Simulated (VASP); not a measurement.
Write the native input for VASP 6.6.1 that does the following.

```
Task                   : single point
Functional             : PBEsol
Potentials or basis    : VASP PAW PBE potentials, release 64 (Sn_d, Te)
Cutoff                 : 520 eV
k mesh                 : 4 × 4 × 4
Occupations            : gaussian, width 0.01 eV
Spin                   : no spin polarisation
Dipole correction      : no
Further INCAR settings : ALGO = Normal; EDIFF = 1e-06; NBANDS = 17
```

The structure of SnTe lies in POSCAR:

```
SnTe
1.0
    0.0000000000      3.6111460000      3.6111460000
    3.6111460000      0.0000000000      3.6111460000
    3.6111460000      3.6111460000      0.0000000000
Sn Te
1 1
Direct
    0.0000000000      0.0000000000      0.0000000000
    0.7500000000      0.7500000000      0.7500000000
```

One way to write it, as run:

INCAR

```
SYSTEM = SnTe
  ALGO = Normal
  EDIFF = 1E-6
  ENCUT = 520
  GGA = PS
  ISIF = 2
  ISMEAR = 0
  LASPH = .TRUE.
  LCHARG = .FALSE.
  LREAL = .FALSE.
  LWAVE = .FALSE.
  NBANDS = 17
  NELM = 100
  PREC = Accurate
  SIGMA = 0.01
```

KPOINTS

```
k-points
0
G
  4 4 4
  0 0 0
```

Potentials or basis: VASP PAW PBE potentials, release 64 (Sn_d, Te).

Launch:

```console
$ cat potpaw_PBE.64/Sn_d/POTCAR potpaw_PBE.64/Te/POTCAR > POTCAR
$ mpirun -np 1 vasp_std > vasp.out
```

It gave:

* Pressure: -1.5 GPa
* Band gap on the k mesh: 0.03 eV, indirect (least direct gap 0.76 eV)

Caveat: the PAW data sets were made with another functional, which shifts forces and pressure a little; spin-orbit coupling is left out, which moves the levels of the heavy elements.

It took 18 s on 1 thread of AMD EPYC 7R13 Processor (Zen 3), on a shared host, peak memory 0.2 GiB.
